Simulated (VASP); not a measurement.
Input of a VASP 6.6.1 run:

The input INCAR:

```
SYSTEM = BN
ALGO = Normal
EDIFF = 1E-6
EDIFFG = -0.01
ENCUT = 600
GGA = PE
IBRION = 2
ISIF = 3
ISMEAR = 0
LASPH = .True.
LCHARG = .False.
LREAL = .False.
LWAVE = .False.
NELM = 100
NSW = 100
PREC = Accurate
SIGMA = 0.02
```

File KPOINTS:

```
k-points
0
Gamma
  12 12 4
  0 0 0
```

File POSCAR:

```
BN
1.0
    2.5580718705      0.0000000000      0.0000000000
   -1.2790359352      2.2153552245      0.0000000000
    0.0000000000      0.0000000000      8.4075283256
B N
4 4
Direct
    0.0000000000      0.0000000000      0.0933738388
    0.0000000000      0.0000000000      0.5933738388
    0.3333333333      0.6666666667      0.3440557141
    0.6666666667      0.3333333333      0.8440557141
    0.0000000000      0.0000000000      0.4067467355
    0.0000000000      0.0000000000      0.9067467355
    0.3333333333      0.6666666667      0.1558237116
    0.6666666667      0.3333333333      0.6558237116
```

Potentials or basis: VASP PAW PBE potentials, release 64 (B, N).

Run with:

```sh
$ cat potpaw_PBE.64/B/POTCAR potpaw_PBE.64/N/POTCAR > POTCAR
$ mpirun -np 1 vasp_std > vasp.out
```

(1) Estimate the band gap on the k mesh.

Answers

(1) 5.50 eV, indirect (least direct gap 7.50 eV).

Caveat: the relaxation stopped at its first step, so nothing moved.
